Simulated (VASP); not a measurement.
A run of VASP 6.6.1:

File INCAR:

```
SYSTEM = Si
  ALGO = Normal
  EDIFF = 1E-6
  ENCUT = 520
  GGA = PE
  ISIF = 2
  ISMEAR = 0
  ISPIN = 2
  ISYM = 0
  LASPH = .True.
  LCHARG = .False.
  LORBIT = 11
  LREAL = .False.
  LWAVE = .False.
  MAGMOM = 2
  NBANDS = 12
  NELM = 150
  PREC = Accurate
  SIGMA = 0.005
```

File KPOINTS:

```
k-points
0
Gamma
  1 1 1
  0 0 0
```

POSCAR

```
Si
1.0
   15.0000000000      0.0000000000      0.0000000000
    0.0000000000     15.5000000000      0.0000000000
    0.0000000000      0.0000000000     16.0000000000
Si
1
Direct
    0.5000000000      0.5000000000      0.5000000000
```

Potentials or basis: VASP PAW PBE potentials, release 64 (Si).

Launch:

```bash
$ cat potpaw_PBE.64/Si/POTCAR > POTCAR
$ mpirun -np 1 vasp_gam > vasp.out
```

Hardware: 1 thread of Intel(R) Xeon(R) Platinum 8259CL CPU @ 2.50GHz (Skylake/Cascade Lake) (shared host).

How long does it take, and how much memory?

Wall time 12 min on 1 thread of Intel(R) Xeon(R) Platinum 8259CL CPU @ 2.50GHz (Skylake/Cascade Lake), on a shared host, peak memory 3.4 GiB. Counts: scf iterations 35, k points 1.
